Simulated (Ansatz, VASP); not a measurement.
Au in VASP and in Ansatz

```
CELL_PARAMETERS angstrom
0.00000 2.04550 2.04550
2.04550 0.00000 2.04550
2.04550 2.04550 0.00000
ATOMIC_POSITIONS crystal
Au 0.00000 0.00000 0.00000
```

Alike in both runs: task single point; functional LDA; k mesh 20 × 20 × 20; occupations gaussian, width 0.15 eV; no spin polarisation.

|  | VASP | Ansatz |
| --- | --- | --- |
| version | VASP 6.6.1 | Ansatz 0.2.0 |
| potentials or method | VASP PAW LDA potentials, release 64 (Au), cutoff 520 eV | scalar-relativistic, plane waves, PAW |
| valence electrons in the cell | 11 | 19 |

```tsv
	VASP	Ansatz	Ansatz less VASP
gap on the k mesh at the Fermi level (eV)	none	none	-
pressure (GPa)	-5.2	-5.6	-0.45
```

LDA's correlation is that of Perdew and Zunger in VASP and of Perdew and Wang (1992) in Ansatz. A gap of «none» marks a metal or a gap that the smearing closes. VASP's potentials hold 11 valence electrons a cell and Ansatz's 19, so a difference there can come from the potentials and not from the codes.

Spin-orbit coupling is off throughout.
